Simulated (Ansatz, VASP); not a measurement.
# Two plane-wave programs on O

```
CELL_PARAMETERS angstrom
9.00000 0.00000 0.00000
0.00000 9.50000 0.00000
0.00000 0.00000 10.00000
ATOMIC_POSITIONS crystal
O 0.50000 0.50000 0.43972
O 0.50000 0.50000 0.56028
```

Alike in both runs: functional r2SCAN; k mesh 1 × 1 × 1; occupations gaussian, width 0.02 eV; collinear spin.

Ansatz relaxed the structure, and its values are those at the end. VASP's run is a single point on that final structure, the one shown.

|  | VASP | Ansatz |
| --- | --- | --- |
| version | VASP 6.6.1 | Ansatz 0.2.0 |
| potentials or method | VASP PAW PBE potentials, release 64 (O), cutoff 520 eV | plane waves, PAW |
| valence electrons in the cell | 12 | 12 |

VASP gave:

```
rms of the force components (eV/Å)                            : 0.826
net moment per atom (μB)                                      : 1.00
size of the moment on the site where the two differ most (μB) : 0.83
```

Task: Which values does Ansatz return?

Result: rms of the force components (eV/Å): 0.002; net moment per atom (μB): 1.00; size of the moment on the site where the two differ most (μB): 0.57.

VASP's potentials were made for PBE, not for r2SCAN. Site moments also hang on the region over which each program counts them. One of these differences is far larger than is usual between the two programs; its cause wasn't traced. With one functional, cell and mesh, what is left measures potentials, basis and numerics. Ansatz's warnings: end state compared, stress scf threshold loose.

Noted on VASP's run: the standard files for N, O and F lose accuracy on very short bonds.
